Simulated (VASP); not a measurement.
# MoS2 (P-3m1) in VASP: vibrations by perturbation theory with LDA

Aim: the vibrations by perturbation theory of MoS2 with LDA.

All numbers are computed with VASP 6.6.1; they aren't measurements. Logs are shortened: lines on timing, memory, paths and dates and some standing lists are left out, and cuts for length are marked.

## Step 1: The cell of the first run

It takes space group P-3m1 (No. 164, trigonal). Conventional cell: a = 3.227 Å, b = 3.227 Å, c = 6.312 Å, α = 90.00°, β = 90.00°, γ = 120.00°. Mo (site symmetry -3m) has 6 S at 2.42 Å within 3.2 Å. S (site symmetry 3m) has 3 Mo at 2.42 Å within 3.2 Å.

## Step 2: Vibrations by perturbation theory, LDA

Contents of INCAR:

```
SYSTEM = MoS2
  ALGO = Normal
  EDIFF = 1E-8
  ENCUT = 520
  IBRION = 8
  ISIF = 2
  ISMEAR = -1
  LASPH = .True.
  LCHARG = .False.
  LREAL = .False.
  LWAVE = .False.
  NBANDS = 20
  NELM = 100
  NSW = 1
  PREC = Accurate
  SIGMA = 0.05
```

Contents of KPOINTS:

```
k-points
0
Gamma
  12 12 5
  0 0 0
```

Contents of POSCAR:

```
MoS2
1.0
    3.2274645600      0.0000000000      0.0000000000
   -1.6137322800      2.7950663000      0.0000000000
    0.0000000000      0.0000000000      6.3124734200
Mo S
1 2
Direct
    0.0000000000      0.0000000000      0.5000000000
    0.3333333300      0.6666666700      0.2553193200
    0.6666666700      0.3333333300      0.7446806800
```

Potentials or basis: VASP PAW LDA potentials, release 64 (Mo_sv, S).

The run is started by

```console
> cat potpaw_LDA.64/Mo_sv/POTCAR potpaw_LDA.64/S/POTCAR > POTCAR
> mpirun -np 1 vasp_std > vasp.out
```

OUTCAR:

```text
SYSTEM = MoS2
   EDIFF = 1E-8
   ENCUT = 520
   IBRION = 8
   ISIF = 2
   ISMEAR = -1
   LASPH = .True.
   LREAL = .False.
   NELM = 100
   NSW = 1
   PREC = Accurate

 ion  position               nearest neighbor table
   1  0.000  0.000  0.500-   2 2.42   3 2.42   3 2.42   2 2.42   3 2.42   2 2.42
   2  0.333  0.667  0.255-   1 2.42   1 2.42   1 2.42
   3  0.667  0.333  0.745-   1 2.42   1 2.42   1 2.42

  LATTYP: Found a hexagonal cell.
 ALAT       =     3.2274645600
 C/A-ratio  =     1.9558614208

  Lattice vectors:

 A1 = (   3.2274645600,   0.0000000000,   0.0000000000)
 A2 = (  -1.6137322800,   2.7950663000,   0.0000000000)
 A3 = (   0.0000000000,   0.0000000000,   6.3124734200)

Analysis of symmetry for initial positions (statically):
=====================================================================
 Subroutine PRICEL returns:
 Original cell was already a primitive cell.

 Routine SETGRP: Setting up the symmetry group for a
 hexagonal supercell.

 Subroutine GETGRP returns: Found 12 space group operations
 (whereof 12 operations were pure point group operations)
 out of a pool of 24 trial point group operations.

The static configuration has the point symmetry D_3d.

Analysis of symmetry for dynamics (positions and initial velocities):
=====================================================================
 Subroutine PRICEL returns:
 Original cell was already a primitive cell.

 Routine SETGRP: Setting up the symmetry group for a
 hexagonal supercell.

 Subroutine GETGRP returns: Found 12 space group operations
 (whereof 12 operations were pure point group operations)
 out of a pool of 24 trial point group operations.

The dynamic configuration has the point symmetry D_3d.

 Subroutine INISYM returns: Found 12 space group operations
 (whereof 12 operations are pure point group operations),
 and found     1 'primitive' translations

----------------------------------------------------------------------------------------

                                     Primitive cell

  volume of cell :      56.9447

  direct lattice vectors                    reciprocal lattice vectors
     3.227464560  0.000000000  0.000000000     0.309840738  0.178886633  0.000000000
    -1.613732280  2.795066300  0.000000000     0.000000000  0.357773266  0.000000000
     0.000000000  0.000000000  6.312473420     0.000000000  0.000000000  0.158416509

  length of vectors
     3.227464560  3.227464561  6.312473420     0.357773267  0.357773266  0.158416509

  position of ions in fractional coordinates (direct lattice)
     0.000000000  0.000000000  0.500000000
     0.333333330  0.666666670  0.255319320
     0.666666670  0.333333330  0.744680680

  ion indices of the primitive-cell ions
   primitive index   ion index
                 1           1
                 2           2
                 3           3

----------------------------------------------------------------------------------------

 KPOINTS: k-points

Automatic generation of k-mesh.
 Grid dimensions read from file:
 generate k-points for:   12   12    5

 Generating k-lattice:

[... 83 lines left out ...]
  Fermi-wavevector in a.u.,A,eV,Ry     =   1.260612  2.382212 21.621610  1.589144
  Thomas-Fermi vector in A             =   2.394113
   LORBIT       =      0    0 simple, 1 ext, 2 COOP (PROOUT), +10 PAW based schemes
   GGA     = CA    functional components
   LHFCALC =     F    Hartree Fock is set to
   AEXX    =    0.0000 exact exchange contribution
   IVDW    =     0    specifies the selected vdW correction
   LEPSILON=     F    determine dielectric tensor
   LRPA    =     F    only Hartree local field effects (RPA)
 non-spin polarized calculation
  energy-cutoff  :      520.00
  volume of cell :       56.94
 maximum number of plane-waves:      1560
   NGX = 13   NGY = 13   NGZ = 23

--------------------------------------- Ionic step        1  -------------------------------------------

 number of electron      26.0000000 magnetization

 Free energy of the ion-electron system (eV)
  ---------------------------------------------------
  ext. energy  EPLUGINS =         0.00000000
  ---------------------------------------------------
  free energy    TOTEN  =       -23.54662517 eV

  energy without entropy =      -23.53493303  energy(sigma->0) =      -23.54077910

 E-fermi :   6.7733     XC(G=0): -10.7685

 val. band max:        6.7402618266   @ k =   0.3333   0.2500   0.2000
 cond. band min:       6.7940776809   @ k =  -0.1667   0.4167   0.4000
 fundamental gap:      0.0538158542
 Fermi energy:         6.7733257119

 k-point     1 :       0.0000    0.0000    0.0000
  band No.  band energies     occupation
      1     -54.6648      2.00000
      2     -28.8947      2.00000
      3     -28.8562      2.00000
      4     -28.8562      2.00000
      5      -8.0000      2.00000
      6      -6.5324      2.00000
[... 541 lines left out ...]
     19      14.5172      0.00000
     20      15.9685      0.00000

 [... further k-points ...]
[... 5 lines left out ...]
  --------------------------------------------------------------------------------------
  -------------------------------------------------------------------------------------
  Total       -2.4412158     -2.4412158     -1.3166015     -0.0000000      0.0000000     -0.0000000
  in kB      -68.6852683    -68.6852683    -37.0434791     -0.0000000      0.0000000     -0.0000000
  external PRESSURE =     -58.1380052 kB  Pullay stress =       0.0000000 kB

 VOLUME and BASIS-vectors are now :
 -----------------------------------------------------------------------------
  energy-cutoff  :      520.00
  volume of cell :       56.94
      direct lattice vectors                 reciprocal lattice vectors
     3.227464560  0.000000000  0.000000000     0.309840738  0.178886633  0.000000000
    -1.613732280  2.795066300  0.000000000     0.000000000  0.357773266  0.000000000
     0.000000000  0.000000000  6.312473420     0.000000000  0.000000000  0.158416509

 POSITION                                       TOTAL-FORCE (eV/Angst)
 -----------------------------------------------------------------------------------
      0.00000      0.00000      3.15624        -0.000000      0.000000      0.000000
     -0.00000      1.86338      1.61170        -0.000000      0.000000      0.137162
      1.61373      0.93169      4.70078         0.000000      0.000000     -0.137162
 -----------------------------------------------------------------------------------
    total drift:                                0.000000      0.000000      0.000000

  FREE ENERGIE OF THE ION-ELECTRON SYSTEM (eV)
  ---------------------------------------------------
  free  energy   TOTEN  =       -23.5466251690 eV

  energy  without entropy=      -23.5349330255  energy(sigma->0) =      -23.54077910

[... ionic steps 2 to 3 ...]

--------------------------------------- Ionic step        4  -------------------------------------------

------------------------ aborting loop because EDIFF is reached ----------------------------------------
[... 11 lines left out ...]
[... ionic steps 8 to 8 ...]

--------------------------------------- Ionic step        9  -------------------------------------------

 Free energy of the ion-electron system (eV)
  ---------------------------------------------------
  ---------------------------------------------------
  free energy    TOTEN  =        -0.13146853 eV

  energy without entropy =       -0.13146732

------------------------ aborting loop because EDIFF is reached ----------------------------------------

 INTERNAL STRAIN TENSOR  FOR ION    2  DIRECTION 3   (eV/Angst):
 -----------------------------------------------------------------------------
    12.39389  0.00000  0.00000
     0.00000 12.39389 -0.00000
     0.00000  0.00000 22.41775

 INTERNAL STRAIN TENSOR FOR ION    3 for displacements in x,y,z  (eV/Angst):
          X           Y           Z          XY          YZ          ZX
  --------------------------------------------------------------------------------
  x     0.00000     0.00000     0.00000    -4.66524     0.00000   -10.69348
  y    -4.66524     4.66524     0.00000     0.00000   -12.19899     0.00000
  z   -12.39389   -12.39389   -22.41775     0.00000     0.00000     0.00000

 SECOND DERIVATIVES (NOT SYMMETRIZED)
 ------------------------------------
               1X          1Y          1Z          2X          2Y          2Z          3X          3Y          3Z
  1X    -5.067467    0.000000    0.000000    2.533734    0.000000    0.000000    2.533734    0.000000    0.000000
  1Y     0.000000   -5.067467    0.000000    0.000000    2.533734    0.000000    0.000000    2.533734    0.000000
  1Z     0.000000    0.000000  -20.943320    0.000000    0.000000   10.471660    0.000000    0.000000   10.471660
  2X     2.548708    0.000000    0.000000   -5.113297    0.000000    0.000000    2.564589    0.000000    0.000000
  2Y     0.000000    2.548708    0.000000    0.000000   -5.113297    0.000000    0.000000    2.564589    0.000000
  2Z     0.000000    0.000000   10.460330    0.000000   -0.000000  -12.466347    0.000000    0.000000    2.006018
  3X     2.548708    0.000000    0.000000    2.564589    0.000000    0.000000   -5.113297    0.000000    0.000000
  3Y     0.000000    2.548708    0.000000    0.000000    2.564589    0.000000    0.000000   -5.113297    0.000000
  3Z     0.000000    0.000000   10.460330    0.000000    0.000000    2.006018    0.000000   -0.000000  -12.466347

 Eigenvectors and eigenvalues of the dynamical matrix
 ----------------------------------------------------

   1 f  =   11.535942 THz    72.482464 2PiTHz  384.797617 cm-1    47.708803 meV
             X         Y         Z           dx          dy          dz
      0.000000  0.000000  3.156237     0.000000   -0.000000   -0.633170
     -0.000000  1.863378  1.611696     0.000000    0.000000    0.547309
      1.613732  0.931689  4.700777    -0.000000   -0.000000    0.547309
[... 43 lines left out ...]
   9 f/i=    0.008205 THz     0.051552 2PiTHz    0.273683 cm-1     0.033932 meV
             X         Y         Z           dx          dy          dz
      0.000000  0.000000  3.156237     0.093050   -0.769487    0.000000
     -0.000000  1.863378  1.611696     0.053636   -0.443552    0.000000
      1.613732  0.931689  4.700777     0.053636   -0.443552    0.000000

--------------------------------------------------------------------------------------------------------

 ELASTIC MODULI CONTR FROM IONIC RELAXATION (kBar)
 Direction    XX          YY          ZZ          XY          YZ          ZX
 --------------------------------------------------------------------------------
 XX        -756.7725   -437.7476  -1080.3084      0.0000   -417.1038      0.0000
 YY        -437.7476   -756.7725  -1080.3084      0.0000    417.1038      0.0000
 ZZ       -1080.3084  -1080.3084  -1954.0335      0.0000     -0.0000      0.0000
 XY           0.0000      0.0000      0.0000   -159.5124     -0.0000   -365.6278
 YZ        -417.1038    417.1038     -0.0000     -0.0000  -1090.6711     -0.0000
 ZX           0.0000      0.0000      0.0000   -365.6278     -0.0000   -838.0771
 --------------------------------------------------------------------------------
```

It took 22 min on 1 thread of Intel Xeon Platinum 8488C (Sapphire Rapids), shared host; peak memory 0.88 GiB.

What came out:

- Highest phonon frequency at Γ, LO-TO splitting left out: 385 cm⁻¹

Phonon frequencies in cm⁻¹ (negative: imaginary):
```tsv
q point	frequencies
(0.000, 0.000, 0.000)	0 0 0 190 190 255 255 350 385
```

Caveat: the cell wasn't relaxed at this level first, which shifts response properties.
